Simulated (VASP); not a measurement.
Write the native input for VASP 6.6.1 that does the following.

```yaml
Task: single point
Functional: r2SCAN
Potentials_or_basis: VASP PAW PBE potentials, release 64 (C)
Cutoff: 520 eV
k_mesh: 10 × 10 × 2
Occupations: gaussian, width 0.05 eV
Spin: no spin polarisation
Dipole_correction: no
Further_INCAR_settings: ALGO = Normal; EDIFF = 1e-06; NBANDS = 36
```

The system is C.

```
C
1.0
     1.78014   -1.78014    0.00000
     1.78014    0.00000   -1.78014
     8.60414    6.37878    6.37878
C
12
Direct
  0.55380 0.55380 0.27087
  0.95658 0.95658 0.10420
  0.15101 0.15101 0.43753
  0.34545 0.34545 0.77087
  0.74823 0.74823 0.60420
  0.94266 0.94266 0.93753
  0.50171 0.50171 0.39587
  0.90449 0.90449 0.22920
  0.09893 0.09893 0.56253
  0.29336 0.29336 0.89587
  0.69614 0.69614 0.72920
  0.30728 0.30728 0.06253
```

This cell differs from its parent crystal: the part above a cut slid along it.

The input as run:

POSCAR

```
C
1.0
    1.7801417073     -1.7801417073      0.0000000000
    1.7801417073      0.0000000000     -1.7801417073
    8.6041369282      6.3787817799      6.3787817799
C
12
Direct
    0.5537965267      0.5537965267      0.2708666667
   -0.0434201400     -0.0434201400      0.1042000000
    0.1510131933      0.1510131933      0.4375333333
    0.3454465267      0.3454465267      0.7708666667
    0.7482298600      0.7482298600      0.6042000000
   -0.0573368067     -0.0573368067      0.9375333333
    0.5017090267      0.5017090267      0.3958666667
    0.9044923600      0.9044923600      0.2292000000
    0.0989256933      0.0989256933      0.5625333333
    0.2933590267      0.2933590267      0.8958666667
   -0.3038576400     -0.3038576400      0.7292000000
    0.3072756933      0.3072756933      0.0625333333
```

INCAR.step1

```
ALGO = Normal
EDIFF = 1E-4
ENCUT = 520
GGA = PE
ISMEAR = 0
LASPH = True
LCHARG = False
LREAL = False
LWAVE = True
NBANDS = 36
NELM = 100
PREC = Accurate
SIGMA = 0.05
```

INCAR.step2

```
ALGO = Normal
EDIFF = 1E-6
ENCUT = 520
ISIF = 2
ISMEAR = 0
ISTART = 1
LASPH = True
LCHARG = False
LMIXTAU = True
LREAL = False
LWAVE = False
METAGGA = R2SCAN
NBANDS = 36
NELM = 100
PREC = Accurate
SIGMA = 0.05
```

KPOINTS

```
k-points
0
Gamma
  10 10 2
```

Potentials or basis: VASP PAW PBE potentials, release 64 (C).

The run is started by

```bash
$ cat potpaw_PBE.64/C/POTCAR > POTCAR
$ cp INCAR.step1 INCAR
$ mpirun -np 1 vasp_std > vasp.out
$ cp INCAR.step2 INCAR
$ mpirun -np 1 vasp_std > vasp.out
```

It gave:

```json
{
  "Pressure": "6.9 GPa",
  "Largest force": "4.978 eV/Å",
  "Band gap on the k mesh": "zero (bands 24 and 25 overlap by 0.19 eV)"
}
```

Caveat: the cell differs from its parent crystal (the part above a cut slid along it); the stress differs along the axes, from -5 to 31 GPa; the PAW data sets were made with another functional, which shifts forces and pressure a little.

Wall time 9.5 min on 1 thread of Intel Xeon 8259CL (shared host), peak memory 0.25 GiB.
